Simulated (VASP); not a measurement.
# Pb (Pm-3m) in VASP: single point with PBEsol

Aim: the single point of Pb with PBEsol.

Everything below comes from runs of VASP 6.6.1. Logs are shortened: lines on timing, memory, paths and dates and some standing lists are left out, and cuts for length are marked.

### Step 1. The cell of the first run

It takes space group Pm-3m (No. 221, cubic). Conventional cell: a = 3.522 Å, b = 3.522 Å, c = 3.522 Å, α = 90.00°, β = 90.00°, γ = 90.00°. Within 4.6 Å of Pb (site symmetry m-3m) lie 6 Pb at 3.52 Å.

### Step 2. Single point, PBEsol

File INCAR:

```
SYSTEM = Pb
  PREC = Accurate
  ENCUT = 520
  EDIFF = 1E-6
  ISMEAR = -1
  SIGMA = 0.05
  LREAL = .False.
  LASPH = .True.
  NELM = 80
  ALGO = Normal
  ISIF = 2
  LWAVE = .False.
  LCHARG = .True.
  GGA = PS
  LELF = .True.
  LVHAR = .True.
  NBANDS = 13
```

File KPOINTS:

```
regular mesh
0
Gamma
  8 8 8
  0 0 0
```

File POSCAR:

```
Pb
1.0
    3.5220000000      0.0000000000      0.0000000000
    0.0000000000      3.5220000000      0.0000000000
    0.0000000000      0.0000000000      3.5220000000
Pb
1
Direct
    0.0000000000      0.0000000000      0.0000000000
```

Potentials or basis: VASP PAW PBE potentials, release 64 (Pb_d).

The run is started by

```
> cat potpaw_PBE.64/Pb_d/POTCAR > POTCAR
> mpirun -np 1 vasp_std > vasp.out
```

OUTCAR:

```text
SYSTEM = Pb
   PREC = Accurate
   ENCUT = 520
   EDIFF = 1E-6
   ISMEAR = -1
   LREAL = .False.
   LASPH = .True.
   NELM = 80
   ISIF = 2
   GGA = PS

 ion  position               nearest neighbor table
   1  0.000  0.000  0.000-

  LATTYP: Found a simple cubic cell.
 ALAT       =     3.5220000000

  Lattice vectors:

 A1 = (   3.5220000000,   0.0000000000,   0.0000000000)
 A2 = (   0.0000000000,   3.5220000000,   0.0000000000)
 A3 = (   0.0000000000,   0.0000000000,   3.5220000000)

Analysis of symmetry for initial positions (statically):
=====================================================================
 Subroutine PRICEL returns:
 Original cell was already a primitive cell.

 Routine SETGRP: Setting up the symmetry group for a
 simple cubic supercell.

 Subroutine GETGRP returns: Found 48 space group operations
 (whereof 48 operations were pure point group operations)
 out of a pool of 48 trial point group operations.

The static configuration has the point symmetry O_h .

Analysis of symmetry for dynamics (positions and initial velocities):
=====================================================================
 Subroutine PRICEL returns:
 Original cell was already a primitive cell.

 Routine SETGRP: Setting up the symmetry group for a
 simple cubic supercell.

 Subroutine GETGRP returns: Found 48 space group operations
 (whereof 48 operations were pure point group operations)
 out of a pool of 48 trial point group operations.

The dynamic configuration has the point symmetry O_h .

 Subroutine INISYM returns: Found 48 space group operations
 (whereof 48 operations are pure point group operations),
 and found     1 'primitive' translations

----------------------------------------------------------------------------------------

                                     Primitive cell

  volume of cell :      43.6886

  direct lattice vectors                    reciprocal lattice vectors
     3.522000000  0.000000000  0.000000000     0.283929585  0.000000000  0.000000000
     0.000000000  3.522000000  0.000000000     0.000000000  0.283929585  0.000000000
     0.000000000  0.000000000  3.522000000     0.000000000  0.000000000  0.283929585

  length of vectors
     3.522000000  3.522000000  3.522000000     0.283929585  0.283929585  0.283929585

  position of ions in fractional coordinates (direct lattice)
     0.000000000  0.000000000  0.000000000

  ion indices of the primitive-cell ions
[... 75 lines left out ...]
   LREAL  =      F    real-space projection
   EDIFFG = 0.1E-04   stopping-criterion for IOM
   NSW    =      0    number of steps for IOM
   IBRION =     -1    ionic relax: 0-MD 1-quasi-New 2-CG
   NFREE  =      0    steps in history (QN), initial steepest desc. (CG)
   ISIF   =      2    stress and relaxation
   ISYM   =      2    0-nonsym 1-usesym 2-fastsym
   POTIM  = 0.5000    time-step for ionic-motion
   TEBEG  =    0.0;   TEEND  =   0.0 temperature during run
   PSTRESS=    0.0 pullay stress
   NELECT =      14.0000    total number of electrons
   NUPDOWN=      -1.0000    fix difference up-down
   EMIN   =  10.00;   EMAX   =-10.00  energy-range for DOS
   EFERMI =   0.00;   METHOD = LEGACY
   ISMEAR =    -1;   SIGMA  =   0.05  broadening in eV -4-tet -1-fermi 0-gaus
   EFERMI_NEDOS =   21; number of points for ismear=-14 and -15
   IALGO  =     38    algorithm
   IMIX   =      4    mixing-type and parameters
     AMIX     =   0.40;   BMIX     =  1.00
     AMIX_MAG =   1.60;   BMIX_MAG =  1.00
  volume/ion in A,a.u.               =      43.69       294.83
  Fermi-wavevector in a.u.,A,eV,Ry     =   1.120284  2.117030 17.075807  1.255036
  Thomas-Fermi vector in A             =   2.256929
   LORBIT       =      0    0 simple, 1 ext, 2 COOP (PROOUT), +10 PAW based schemes
   GGA     = PS    functional components
   LHFCALC =     F    Hartree Fock is set to
   AEXX    =    0.0000 exact exchange contribution
   IVDW    =     0    specifies the selected vdW correction
   LEPSILON=     F    determine dielectric tensor
   LRPA    =     F    only Hartree local field effects (RPA)
 non-spin polarized calculation
  energy-cutoff  :      520.00
  volume of cell :       43.69
 maximum number of plane-waves:      1208
 NGX is ok and might be reduce to    28
   NGX = 13   NGY = 13   NGZ = 13

 number of electron      14.0000004 magnetization

 Free energy of the ion-electron system (eV)
  ---------------------------------------------------
  ext. energy  EPLUGINS =         0.00000000
  ---------------------------------------------------
  free energy    TOTEN  =        -3.49799591 eV

  energy without entropy =       -3.48950722  energy(sigma->0) =       -3.49375157

 E-fermi :   3.4252     XC(G=0):  -8.6084

 val. band max:        3.4141000117   @ k =   0.5000   0.5000   0.3750
 cond. band min:       3.5518198209   @ k =   0.2500   0.1250   0.1250
 fundamental gap:      0.1377198092
 Fermi energy:         3.4252085790

 k-point     1 :       0.0000    0.0000    0.0000
  band No.  band energies     occupation
      1     -13.4437      2.00000
      2     -13.4437      2.00000
      3     -13.1744      2.00000
      4     -13.1744      2.00000
      5     -13.1744      2.00000
      6      -6.4648      2.00000
      7       7.4383      0.00000
      8       7.4383      0.00000
      9       7.4383      0.00000
     10       9.5389      0.00000
     11      11.5458      0.00000
     12      11.5458      0.00000
     13      19.9917      0.00000
[... 354 lines left out ...]
  band No.  band energies     occupation
      1     -13.3213      2.00000
      2     -13.3000      2.00000
      3     -13.2506      2.00000
      4     -13.2392      2.00000
      5     -13.1075      2.00000
      6      -3.6417      2.00000
      7       2.0423      2.00000
      8       3.1473      1.99231
      9       7.8409      0.00000
     10       8.5871      0.00000
     11      13.0418      0.00000
     12      14.1831      0.00000
     13      16.3176      0.00000

 [... further k-points ...]
[... 5 lines left out ...]
  --------------------------------------------------------------------------------------
  -------------------------------------------------------------------------------------
  Total       -1.7170027     -1.7170027     -1.7170027      0.0000000      0.0000000      0.0000000
  in kB      -62.9670737    -62.9670737    -62.9670737      0.0000000      0.0000000      0.0000000
  external PRESSURE =     -62.9670737 kB  Pullay stress =       0.0000000 kB

 VOLUME and BASIS-vectors are now :
 -----------------------------------------------------------------------------
  energy-cutoff  :      520.00
  volume of cell :       43.69
      direct lattice vectors                 reciprocal lattice vectors
     3.522000000  0.000000000  0.000000000     0.283929585  0.000000000  0.000000000
     0.000000000  3.522000000  0.000000000     0.000000000  0.283929585  0.000000000
     0.000000000  0.000000000  3.522000000     0.000000000  0.000000000  0.283929585

 POSITION                                       TOTAL-FORCE (eV/Angst)
 -----------------------------------------------------------------------------------
      0.00000      0.00000      0.00000         0.000000      0.000000      0.000000
 -----------------------------------------------------------------------------------
    total drift:                               -0.000000     -0.000000     -0.000000

  FREE ENERGIE OF THE ION-ELECTRON SYSTEM (eV)
  ---------------------------------------------------
  free  energy   TOTEN  =        -3.4979959133 eV

  energy  without entropy=       -3.4895072196  energy(sigma->0) =       -3.49375157
```

stdout:

```text
POSCAR found type information on POSCAR Pb
 POSCAR found :  1 types and       1 ions
 scaLAPACK will be used
 -----------------------------------------------------------------------------
|                                                                             |
|                                                                             |
|     You enforced a specific xc type in the INCAR file but a different       |
|     I HOPE YOU KNOW WHAT YOU ARE DOING!                                     |
|                                                                             |
 -----------------------------------------------------------------------------

 LDA part: xc-table for (Slater+PW92), standard interpolation
 POSCAR, INCAR and KPOINTS ok, starting setup
 FFT: planning ... GRIDC
 FFT: planning ... GRID_SOFT
 FFT: planning ... GRID
 WAVECAR not read
 entering main loop
```

Run time: 13 s. Hardware: 1 thread of Intel Xeon 6975P-C, shared host; peak memory 0.16 GiB.

What came out:

```
Free energy            : -3.4980 eV
Pressure               : -6.3 GPa
Band gap on the k mesh : zero (band 7 reaches 7.44 eV, above the bottom of band 8 at 2.21 eV)
```

Caveat: the PAW data sets were made with another functional, which shifts forces and pressure a little; spin-orbit coupling is left out, which moves the levels of the heavy elements.
